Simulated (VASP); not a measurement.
# Zr4B (P-3m1) in VASP: further runs, part 2 of 3

VASP 6.6.1. The steps go on from the part before.

## Step 3: Single point, PBE

This run uses another cell than the first one, of 20.65 Å³/atom, 1.530 times its volume.

Input file INCAR:

```
PREC = Accurate
ENCUT = 520
EDIFF = 1E-6
ISMEAR = 0
SIGMA = 0.1
LREAL = F
LASPH = T
NELM = 80
ALGO = Normal
ISIF = 2
LWAVE = F
LCHARG = F
GGA = PE
NBANDS = 34
```

Input file KPOINTS:

```
Automatic mesh
0
Gamma
  6 6 2
```

Input file POSCAR:

```
Zr4B
1.0
    3.3643084935      0.0000000034      0.0000000000
   -1.6821542496      2.9135766198      0.0000000000
    0.0000000000      0.0000000000     10.5352242542
Zr B
4 1
Direct
    0.3333333333      0.6666666667      0.8729385851
    0.3333333333      0.6666666667      0.3856707682
    0.6666666667      0.3333333333      0.1270614149
    0.6666666667      0.3333333333      0.6143292318
    0.0000000000      0.0000000000      0.0000000000
```

Potentials or basis: VASP PAW PBE potentials, release 64 (Zr_sv, B).

Launch:

```bash
$ cat potpaw_PBE.64/Zr_sv/POTCAR potpaw_PBE.64/B/POTCAR > POTCAR
$ mpirun -np 1 vasp_std > vasp.out
```

OUTCAR:

```text
PREC = Accurate
   ENCUT = 520
   EDIFF = 1E-6
   ISMEAR = 0
   LREAL = F
   LASPH = T
   NELM = 80
   ISIF = 2
   GGA = PE

 ion  position               nearest neighbor table
   1  0.333  0.667  0.873-   5 2.36   5 2.36   5 2.36   3 3.31   3 3.31   3 3.31   4 3.35   4 3.35
                             4 3.35
   2  0.333  0.667  0.386-   4 3.09   4 3.09   4 3.09   3 3.35   3 3.35   3 3.35
   3  0.667  0.333  0.127-   5 2.36   5 2.36   5 2.36   1 3.31   1 3.31   1 3.31   2 3.35   2 3.35
                             2 3.35
   4  0.667  0.333  0.614-   2 3.09   2 3.09   2 3.09   1 3.35   1 3.35   1 3.35
   5  0.000  0.000  0.000-   1 2.36   3 2.36   1 2.36   3 2.36   3 2.36   1 2.36

  LATTYP: Found a hexagonal cell.
 ALAT       =     3.3643084935
 C/A-ratio  =     3.1314679598

  Lattice vectors:

 A1 = (   3.3643084935,   0.0000000034,   0.0000000000)
 A2 = (  -1.6821542496,   2.9135766198,   0.0000000000)
 A3 = (   0.0000000000,   0.0000000000,  10.5352242542)

Analysis of symmetry for initial positions (statically):
[... 167 lines left out ...]
  energy without entropy =      -41.49947587  energy(sigma->0) =      -41.51055212

 E-fermi :   7.9781     XC(G=0): -10.9714

 val. band max:        7.9350937178   @ k =   0.3333   0.3333   0.0000
 cond. band min:       8.0183005464   @ k =   0.1667  -0.0000   0.0000
 fundamental gap:      0.0832068287
 Fermi energy:         7.9780956396

 k-point     1 :       0.0000    0.0000    0.0000
  band No.  band energies     occupation
      1     -40.8011      2.00000
      2     -40.6969      2.00000
      3     -39.9944      2.00000
      4     -39.9434      2.00000
      5     -19.1346      2.00000
      6     -18.5751      2.00000
[... 507 lines left out ...]
     33      11.8812      0.00000
     34      11.8812      0.00000

------------------------ aborting loop because EDIFF is reached ----------------------------------------

  FORCE on cell =-STRESS in cart. coord.  units (eV):
  Direction    XX          YY          ZZ          XY          YZ          ZX
  --------------------------------------------------------------------------------------
  -------------------------------------------------------------------------------------
  Total        0.0361964      0.0361964      0.0205427      0.0000000      0.0000000     -0.0000000
  in kB        0.5615782      0.5615782      0.3187151      0.0000000      0.0000000     -0.0000000
  external PRESSURE =       0.4806239 kB  Pullay stress =       0.0000000 kB

 VOLUME and BASIS-vectors are now :
 -----------------------------------------------------------------------------
  energy-cutoff  :      520.00
  volume of cell :      103.27
      direct lattice vectors                 reciprocal lattice vectors
     3.364308493  0.000000003  0.000000000     0.297237902  0.171610383  0.000000000
    -1.682154250  2.913576620  0.000000000    -0.000000000  0.343220766  0.000000000
     0.000000000  0.000000000 10.535224254     0.000000000  0.000000000  0.094919669

 POSITION                                       TOTAL-FORCE (eV/Angst)
 -----------------------------------------------------------------------------------
     -0.00000      1.94238      9.19660         0.000000      0.000000     -0.007455
     -0.00000      1.94238      4.06313         0.000000     -0.000000      0.001460
      1.68215      0.97119      1.33862        -0.000000     -0.000000      0.007455
      1.68215      0.97119      6.47210        -0.000000      0.000000     -0.001460
      0.00000      0.00000      0.00000         0.000000     -0.000000      0.000000
 -----------------------------------------------------------------------------------
    total drift:                                0.000000     -0.000000      0.000000

  FREE ENERGIE OF THE ION-ELECTRON SYSTEM (eV)
  ---------------------------------------------------
  free  energy   TOTEN  =       -41.5216283630 eV

  energy  without entropy=      -41.4994758676  energy(sigma->0) =      -41.51055212
```

OSZICAR:

```text
N       E                     dE             d eps       ncg     rms          rms(c)
DAV:   1     0.511900035872E+03    0.51190E+03   -0.26923E+04   952   0.148E+03
DAV:   2    -0.284430592867E+01   -0.51474E+03   -0.50162E+03  1068   0.438E+02
DAV:   3    -0.453989965899E+02   -0.42555E+02   -0.41862E+02  1598   0.936E+01
DAV:   4    -0.481037955108E+02   -0.27048E+01   -0.26947E+01  1384   0.225E+01
DAV:   5    -0.482270994254E+02   -0.12330E+00   -0.12328E+00  1446   0.410E+00    0.263E+01
DAV:   6    -0.430095547643E+02    0.52175E+01   -0.40704E+01  1168   0.252E+01    0.951E+00
DAV:   7    -0.429958610539E+02    0.13694E-01   -0.27000E+01  1394   0.148E+01    0.764E+00
DAV:   8    -0.415596935333E+02    0.14362E+01   -0.56379E+00  1344   0.678E+00    0.291E+00
DAV:   9    -0.415152358291E+02    0.44458E-01   -0.70693E-01  1312   0.331E+00    0.118E+00
DAV:  10    -0.415204887347E+02   -0.52529E-02   -0.73502E-02  1242   0.128E+00    0.653E-01
DAV:  11    -0.415218299663E+02   -0.13412E-02   -0.12301E-02  1352   0.784E-01    0.126E-01
DAV:  12    -0.415216200957E+02    0.20987E-03   -0.10460E-03  1244   0.199E-01    0.543E-02
DAV:  13    -0.415216257597E+02   -0.56640E-05   -0.13233E-04  1384   0.693E-02    0.150E-02
DAV:  14    -0.415216280253E+02   -0.22656E-05   -0.11546E-05  1210   0.205E-02    0.579E-03
DAV:  15    -0.415216283630E+02   -0.33773E-06   -0.30729E-06   936   0.872E-03
   1 F= -.41521628E+02 E0= -.41510552E+02  d E =-.221525E-01
```

stdout:

```text
POSCAR found type information on POSCAR ZrB
 POSCAR found :  2 types and       5 ions
 scaLAPACK will be used
 LDA part: xc-table for (Slater+PW92), standard interpolation
 POSCAR, INCAR and KPOINTS ok, starting setup
 FFT: planning ... GRIDC
 FFT: planning ... GRID_SOFT
 FFT: planning ... GRID
 WAVECAR not read
 entering main loop
```

It took 30 s on 1 thread of Intel Xeon 6975P-C (Granite Rapids), shared host; peak memory 0.23 GiB.

What came out:

- Free energy: -41.5216 eV
- Pressure: 0.0 GPa
- Largest force: 0.007 eV/Å

Forces on the atoms (eV/Å):
```
Zr   0.000  0.000 -0.007
Zr   0.000  0.000  0.001
Zr   0.000  0.000  0.007
Zr   0.000  0.000 -0.001
B    0.000  0.000  0.000
```

## Step 4: Single point, PBE

This run uses another cell than the first one: it holds 10 atoms, not 5.

Input file INCAR:

```
SYSTEM = Zr4B
PREC = Accurate
ENCUT = 520
EDIFF = 1E-6
ISMEAR = 0
SIGMA = 0.2
LREAL = .False.
LASPH = .True.
NELM = 100
ALGO = Fast
ISIF = 2
LWAVE = .False.
LCHARG = .False.
GGA = PE
NBANDS = 62
```

Input file KPOINTS:

```
Automatic mesh
0
Gamma
  6 6 1
  0 0 0
```

Input file POSCAR:

```
Zr4B
1.0
    3.3671052011      0.0000000000      0.0000000000
   -1.6835526005      2.9159986414      0.0000000000
    0.0000000000      0.0000000000     20.9949292555
Zr B
8 2
Direct
    0.3333333333      0.6666666667      0.4361840229
    0.3333333333      0.6666666667      0.9361840229
    0.3333333333      0.6666666667      0.1924383258
    0.3333333333      0.6666666667      0.6924383258
    0.6666666667      0.3333333333      0.0638159771
    0.6666666667      0.3333333333      0.5638159771
    0.6666666667      0.3333333333      0.3075616742
    0.6666666667      0.3333333333      0.8075616742
    0.0000000000      1.0000000000      0.0000000000
    0.0000000000      1.0000000000      0.5000000000
```

Potentials or basis: VASP PAW PBE potentials, release 64 (Zr_sv, B).

Launch:

```bash
$ cat potpaw_PBE.64/Zr_sv/POTCAR potpaw_PBE.64/B/POTCAR > POTCAR
$ mpirun -np 1 vasp_std > vasp.out
```

OUTCAR:

```text
SYSTEM = Zr4B
   PREC = Accurate
   ENCUT = 520
   EDIFF = 1E-6
   ISMEAR = 0
   LREAL = .False.
   LASPH = .True.
   NELM = 100
   ISIF = 2
   GGA = PE

 ion  position               nearest neighbor table
   1  0.333  0.667  0.436-  10 2.36  10 2.36  10 2.36   6 3.31   6 3.31   6 3.31   7 3.33   7 3.33
                             7 3.33
   2  0.333  0.667  0.936-   9 2.36   9 2.36   9 2.36   5 3.31   5 3.31   5 3.31   8 3.33   8 3.33
                             8 3.33
   3  0.333  0.667  0.192-   7 3.10   7 3.10   7 3.10   5 3.33   5 3.33   5 3.33
   4  0.333  0.667  0.692-   8 3.10   8 3.10   8 3.10   6 3.33   6 3.33   6 3.33
   5  0.667  0.333  0.064-   9 2.36   9 2.36   9 2.36   2 3.31   2 3.31   2 3.31   3 3.33   3 3.33
                             3 3.33
   6  0.667  0.333  0.564-  10 2.36  10 2.36  10 2.36   1 3.31   1 3.31   1 3.31   4 3.33   4 3.33
                             4 3.33
   7  0.667  0.333  0.308-   3 3.10   3 3.10   3 3.10   1 3.33   1 3.33   1 3.33
   8  0.667  0.333  0.808-   4 3.10   4 3.10   4 3.10   2 3.33   2 3.33   2 3.33
   9  0.000  0.000  0.000-   2 2.36   5 2.36   5 2.36   2 2.36   5 2.36   2 2.36
  10  0.000  0.000  0.500-   1 2.36   6 2.36   6 2.36   1 2.36   6 2.36   1 2.36
[... 7 lines left out ...]
 A1 = (   3.3671052011,   0.0000000000,   0.0000000000)
 A2 = (  -1.6835526005,   2.9159986414,   0.0000000000)
 A3 = (   0.0000000000,   0.0000000000,  20.9949292555)

Analysis of symmetry for initial positions (statically):
=====================================================================
 Subroutine PRICEL returns following result:

  LATTYP: Found a hexagonal cell.
 ALAT       =     3.3671052011
 C/A-ratio  =     3.1176527019

  Lattice vectors:

 A1 = (   3.3671052011,   0.0000000000,   0.0000000000)
 A2 = (  -1.6835526005,   2.9159986414,   0.0000000000)
 A3 = (   0.0000000000,   0.0000000000,  10.4974646278)

   2 primitive cells build up your supercell.

 Routine SETGRP: Setting up the symmetry group for a
 hexagonal supercell.

 Subroutine GETGRP returns: Found 12 space group operations
[... 145 lines left out ...]
   LEPSILON=     F    determine dielectric tensor
   LRPA    =     F    only Hartree local field effects (RPA)
 non-spin polarized calculation
 RMM-DIIS sequential band-by-band and
 Gauss-broadening in eV      SIGMA  =   0.20
  energy-cutoff  :      520.00
  volume of cell :      206.14
 maximum number of plane-waves:      5611
 NGX is ok and might be reduce to    28

 number of electron     101.9999999 magnetization

 Free energy of the ion-electron system (eV)
  ---------------------------------------------------
  ext. energy  EPLUGINS =         0.00000000
  ---------------------------------------------------
  free energy    TOTEN  =       -83.10075143 eV

  energy without entropy =      -82.94377154  energy(sigma->0) =      -83.02226149

 E-fermi :   8.0398     XC(G=0): -10.9820

 val. band max:        8.0278592713   @ k =   0.1667   0.0000   0.0000
 cond. band min:       8.2063439648   @ k =   0.1667   0.1667   0.0000
 fundamental gap:      0.1784846935
 Fermi energy:         8.0398132932

 k-point     1 :       0.0000    0.0000    0.0000
  band No.  band energies     occupation
      1     -40.7752      2.00000
      2     -40.7752      2.00000
      3     -40.6738      2.00000
      4     -40.6738      2.00000
      5     -39.9628      2.00000
      6     -39.9627      2.00000
[... 444 lines left out ...]
     61      10.3463      0.00000
     62      11.8740      0.00000

------------------------ aborting loop because EDIFF is reached ----------------------------------------

  FORCE on cell =-STRESS in cart. coord.  units (eV):
  Direction    XX          YY          ZZ          XY          YZ          ZX
  --------------------------------------------------------------------------------------
  -------------------------------------------------------------------------------------
  Total       -0.1336919     -0.1336919      0.3181677     -0.0000000      0.0000000     -0.0000000
  in kB       -1.0390997     -1.0390997      2.4729094     -0.0000000      0.0000000     -0.0000000
  external PRESSURE =       0.1315700 kB  Pullay stress =       0.0000000 kB

 VOLUME and BASIS-vectors are now :
 -----------------------------------------------------------------------------
  energy-cutoff  :      520.00
  volume of cell :      206.14
      direct lattice vectors                 reciprocal lattice vectors
     3.367105201  0.000000000  0.000000000     0.296991018  0.171467844  0.000000000
    -1.683552601  2.915998641  0.000000000     0.000000000  0.342935688  0.000000000
     0.000000000  0.000000000 20.994929256     0.000000000  0.000000000  0.047630549

 POSITION                                       TOTAL-FORCE (eV/Angst)
 -----------------------------------------------------------------------------------
     -0.00000      1.94400      9.15765         0.000000      0.000000      0.002419
     -0.00000      1.94400     19.65512         0.000000      0.000000      0.002419
     -0.00000      1.94400      4.04023        -0.000000     -0.000000      0.066675
     -0.00000      1.94400     14.53769        -0.000000     -0.000000      0.066675
      1.68355      0.97200      1.33981        -0.000000      0.000000     -0.002419
      1.68355      0.97200     11.83728         0.000000      0.000000     -0.002419
      1.68355      0.97200      6.45724        -0.000000      0.000000     -0.066675
      1.68355      0.97200     16.95470         0.000000      0.000000     -0.066675
      0.00000      0.00000      0.00000         0.000000      0.000000     -0.000000
      0.00000      0.00000     10.49746         0.000000      0.000000     -0.000000
 -----------------------------------------------------------------------------------
    total drift:                                0.000000      0.000000     -0.000000

  FREE ENERGIE OF THE ION-ELECTRON SYSTEM (eV)
  ---------------------------------------------------
  free  energy   TOTEN  =       -83.1007514272 eV

  energy  without entropy=      -82.9437715446  energy(sigma->0) =      -83.02226149
```

stdout:

```text
POSCAR found type information on POSCAR ZrB
 POSCAR found :  2 types and      10 ions
 scaLAPACK will be used
 LDA part: xc-table for (Slater+PW92), standard interpolation
 POSCAR, INCAR and KPOINTS ok, starting setup
 FFT: planning ... GRIDC
 FFT: planning ... GRID_SOFT
 FFT: planning ... GRID
 WAVECAR not read
 entering main loop
WARNING in EDDRMM: call to ZHEGV failed, returncode =   6  3     39
WARNING in EDDRMM: call to ZHEGV failed, returncode =   6  3     21
WARNING in EDDRMM: call to ZHEGV failed, returncode =   8  4     12
WARNING in EDDRMM: call to ZHEGV failed, returncode =   6  3     45
WARNING in EDDRMM: call to ZHEGV failed, returncode =   8  4     15
WARNING in EDDRMM: call to ZHEGV failed, returncode =   8  4     25
```

It took 2.5 min on 1 thread of Intel Xeon 6975P-C (Granite Rapids), shared host; peak memory 0.37 GiB.

What came out:

| Item | Value |
| --- | --- |
| Free energy | -83.1008 eV |
| Pressure | 0.0 GPa |
| Largest force | 0.067 eV/Å |
| Band gap on the k mesh | zero (band 51 reaches 8.84 eV, above the bottom of band 52 at 7.83 eV) |

Forces on the atoms (eV/Å):
```
Zr   0.000  0.000  0.002
Zr   0.000  0.000  0.002
Zr   0.000  0.000  0.067
Zr   0.000  0.000  0.067
Zr   0.000  0.000 -0.002
Zr   0.000  0.000 -0.002
Zr   0.000  0.000 -0.067
Zr   0.000  0.000 -0.067
B    0.000  0.000  0.000
B    0.000  0.000  0.000
```

(Continued in part 3 of 3.)
